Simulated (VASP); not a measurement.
Te2Mo, 6 atoms in the cell. Symmetry: P6_3/mmc, No. 194, hexagonal system. The conventional cell has a = 3.494 Å, b = 3.494 Å, c = 14.010 Å, α = 90.00°, β = 90.00°, γ = 120.00°. Within 3.6 Å of Te (site symmetry 3m) lie 3 Mo at 2.71 Å and 6 Te at 3.49 Å. Within 3.6 Å of Mo (site symmetry -6m2) lie 6 Te at 2.71 Å and 6 Mo at 3.49 Å. 

```yaml
Program: VASP 6.6.1
Task: single point
Functional: PBEsol
Potentials_or_basis: VASP PAW PBE potentials, release 64 (Te, Mo_sv)
Cutoff: 520 eV
k_mesh: 9 × 9 × 2
Occupations: fermi-dirac, width 0.05 eV
Spin: no spin polarisation
Dipole_correction: no
Further_INCAR_settings: ALGO = Normal; EDIFF = 1e-07; NBANDS = 35
```

Potentials or basis: VASP PAW PBE potentials, release 64 (Te, Mo_sv).

Run with:

```sh
$ cat potpaw_PBE.64/Te/POTCAR potpaw_PBE.64/Mo_sv/POTCAR > POTCAR
$ mpirun -np 1 vasp_std > vasp.out
```

Hardware: 1 thread of Intel(R) Xeon(R) Platinum 8488C (Sapphire Rapids) (shared host).

Problem. Estimate the wall time of this run.

Solution. Run time: 4.9 min on 1 thread of Intel(R) Xeon(R) Platinum 8488C (Sapphire Rapids) (shared host), peak memory 0.32 GiB. Counts: scf iterations 18, k points 24.
